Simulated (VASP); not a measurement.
Write the native input for VASP 6.6.1 that does the following.

```yaml
Task: single point
Functional: r2SCAN
Potentials_or_basis: VASP PAW PBE potentials, release 64 (Ni, Ge_d)
Cutoff: 520 eV
k_mesh: 12 × 12 × 12
Occupations: fermi-dirac, width 0.2 eV
Spin: no spin polarisation
Dipole_correction: no
Further_INCAR_settings: ALGO = Normal; EDIFF = 1e-06; NBANDS = 30
```

The system is Ni3Ge.

```
Ni Ge
1.0
     3.53033    0.00000    0.00000
     0.00000    3.53033    0.00000
     0.00000    0.00000    3.53033
Ni Ge
3 1
Direct
  0.50000 0.00000 0.50000
  0.00000 0.50000 0.50000
  0.50000 0.50000 0.00000
  0.00000 0.00000 0.00000
```

The input as run:

POSCAR

```
Ni3Ge
1.0
    3.5303341067      0.0000000000      0.0000000000
    0.0000000000      3.5303341067      0.0000000000
    0.0000000000      0.0000000000      3.5303341067
Ni Ge
3 1
Direct
    0.5000000000      0.0000000000      0.5000000000
    0.0000000000      0.5000000000      0.5000000000
    0.5000000000      0.5000000000      0.0000000000
    0.0000000000      0.0000000000      0.0000000000
```

INCAR.step1

```
SYSTEM = Ni3Ge
PREC     = Accurate       ! precision mode
ENCUT    = 520            ! plane-wave cutoff, eV
ISMEAR   = -1             ! smearing method
SIGMA    = 0.2            ! smearing width, eV
LREAL    = .FALSE.        ! projectors in reciprocal space
LASPH    = .TRUE.         ! aspherical terms in the spheres
NELM     = 100            ! most SCF steps
NBANDS   = 30             ! bands
GGA      = PE             ! functional
ALGO     = Normal         ! electronic algorithm
EDIFF    = 1E-4           ! SCF threshold, eV
LWAVE    = .TRUE.         ! write WAVECAR
LCHARG   = .FALSE.        ! write CHGCAR
```

INCAR.step2

```
SYSTEM = Ni3Ge
PREC     = Accurate       ! precision mode
ENCUT    = 520            ! plane-wave cutoff, eV
EDIFF    = 1E-6           ! SCF threshold, eV
ISMEAR   = -1             ! smearing method
SIGMA    = 0.2            ! smearing width, eV
LREAL    = .FALSE.        ! projectors in reciprocal space
LASPH    = .TRUE.         ! aspherical terms in the spheres
NELM     = 100            ! most SCF steps
ALGO     = Normal         ! electronic algorithm
ISIF     = 2              ! what is computed and relaxed
LWAVE    = .FALSE.        ! write WAVECAR
LCHARG   = .FALSE.        ! write CHGCAR
METAGGA  = R2SCAN         ! meta-GGA
LMIXTAU  = .TRUE.       
NBANDS   = 30             ! bands
ISTART   = 1
```

KPOINTS

```
regular mesh
0
G
  12 12 12
  0 0 0
```

Potentials or basis: VASP PAW PBE potentials, release 64 (Ni, Ge_d).

The run is started by

```sh
$ cat potpaw_PBE.64/Ni/POTCAR potpaw_PBE.64/Ge_d/POTCAR > POTCAR
$ cp INCAR.step1 INCAR
$ mpirun -np 1 vasp_std > vasp.out
$ cp INCAR.step2 INCAR
$ mpirun -np 1 vasp_std > vasp.out
```

Results of the run:

- Pressure: 1.6 GPa
- Band gap on the k mesh: zero (band 22 reaches 10.19 eV, above the bottom of band 23 at 9.93 eV)

Caveat: the PAW data sets were made with another functional, which shifts forces and pressure a little.

It took 2.8 min on 1 thread of Intel(R) Xeon(R) 6975P-C (Granite Rapids), with other jobs on the host, peak memory 0.23 GiB.
